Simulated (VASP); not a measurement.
## GaAs: G0W0 quasiparticle levels with PBE

The system is GaAs.

```
Ga As
1.0
     0.00000    2.82700    2.82700
     2.82700    0.00000    2.82700
     2.82700    2.82700    0.00000
Ga As
1 1
Direct
  0.00000 0.00000 0.00000
  0.25000 0.25000 0.25000
```

- Program: VASP 6.6.1
- Task: G0W0 quasiparticle levels
- Functional: PBE
- Potentials or basis: VASP PAW PBE potentials, release 64 (Ga_d_GW, As_GW)
- Cutoff: 500 eV
- k mesh: 2 × 2 × 2
- Occupations: gaussian, width 0.01 eV
- Spin: no spin polarisation
- Dipole correction: no
- GW scheme: G0W0
- GW iterations: 1
- Cutoff of the response function: 100
- Frequency points: 48
- Empty bands: 36
- Further INCAR settings: ALGO = EVGW0; EDIFF = 1e-08; NBANDS = 45

- Quasiparticle gap: 1.37 eV
- Least direct quasiparticle gap: 1.48 eV
- Band gap of the starting levels on the mesh: 0.44 eV
- Least direct gap of the starting levels on the mesh: 0.44 eV

Wall time 28 s on 1 thread of Intel(R) Xeon(R) Platinum 8488C (Sapphire Rapids), with other jobs on the host, peak memory 0.28 GiB.

Caveat: the k points lie up to 0.96 Å⁻¹ apart; bands, screening cutoff and mesh are small and nothing is extrapolated, so the quasiparticle values aren't converged.
